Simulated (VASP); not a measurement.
Here is a VASP 6.6.1 calculation.

Contents of INCAR:

```
SYSTEM = SiO2
PREC     = Accurate       ! precision mode
ENCUT    = 520            ! plane-wave cutoff, eV
EDIFF    = 1E-6           ! SCF threshold, eV
ISMEAR   = 0              ! smearing method
SIGMA    = 0.02           ! smearing width, eV
LREAL    = .FALSE.        ! projectors in reciprocal space
LASPH    = .TRUE.         ! aspherical terms in the spheres
NELM     = 60             ! most SCF steps
ALGO     = Normal         ! electronic algorithm
ISIF     = 2              ! what is computed and relaxed
LWAVE    = .FALSE.        ! write WAVECAR
LCHARG   = .FALSE.        ! write CHGCAR
NBANDS   = 44             ! bands
```

Contents of KPOINTS:

```
regular mesh
0
G
  6 6 4
  0 0 0
```

Contents of POSCAR:

```
SiO2
1.0
    4.9288855259      0.0000000000      0.0000000000
    0.0000000000      4.9288855259      0.0000000000
    0.0000000000      0.0000000000      7.2888064865
Si O
4 8
Direct
    0.0000000000      0.0000000000      0.0000000000
    0.0000000000      0.5000000000      0.2500000000
    0.5000000000      0.5000000000      0.5000000000
    0.5000000000      0.0000000000      0.7500000000
    0.0985469533      0.2500000000      0.1250000000
    0.2500000000      0.5985469533      0.3750000000
    0.7500000000      0.4014530467      0.3750000000
    0.9014530467      0.7500000000      0.1250000000
    0.5985469533      0.7500000000      0.6250000000
    0.7500000000      0.0985469533      0.8750000000
    0.2500000000      0.9014530467      0.8750000000
    0.4014530467      0.2500000000      0.6250000000
```

Potentials or basis: VASP PAW LDA potentials, release 64 (Si, O).

The run is started by

```bash
$ cat potpaw_LDA.64/Si/POTCAR potpaw_LDA.64/O/POTCAR > POTCAR
$ mpirun -np 1 vasp_std > vasp.out
```

Predict the largest force.

0.029 eV/Å.

Estimate the pressure.

0.6 GPa.

Forces on the atoms (eV/Å):
```
Si   0.000  0.000  0.000
Si   0.000  0.000  0.000
Si   0.000  0.000  0.000
Si   0.000  0.000  0.000
O    0.029  0.000  0.000
O    0.000  0.029  0.000
O    0.000 -0.029  0.000
O   -0.029  0.000  0.000
O    0.029  0.000  0.000
O    0.000  0.029  0.000
O    0.000 -0.029  0.000
O   -0.029  0.000  0.000
```
